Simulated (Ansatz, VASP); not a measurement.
**One calculation of W, two programs**

```
W
1.0
     2.75702    0.00000    0.00000
    -0.91901    2.59934    0.00000
     0.00000    0.00000   22.75330
W
4
Direct
  0.25000 0.25000 0.35462
  0.75000 0.75000 0.45023
  0.25000 0.25000 0.54977
  0.75000 0.75000 0.64538
```

Alike in both runs: functional PBE; k mesh 13 × 13 × 1; occupations fermi-dirac, width 0.1 eV; no spin polarisation.

Ansatz relaxed the structure, and its values are those at the end. VASP's run is a single point on that final structure, the one shown.

|  | VASP | Ansatz |
| --- | --- | --- |
| version | VASP 6.6.1 | Ansatz 0.2.0 |
| potentials or method | VASP PAW PBE potentials, release 64 (W_sv), cutoff 520 eV | all-electron LAPW, scalar-relativistic |

|  | VASP | Ansatz | Ansatz less VASP |
| --- | --- | --- | --- |
| rms of the force components (eV/Å) | 0.013 | 0.004 | -0.0092 |

Ansatz ran all-electron here, and VASP with PAW potentials.

Neither program's run includes spin-orbit coupling.
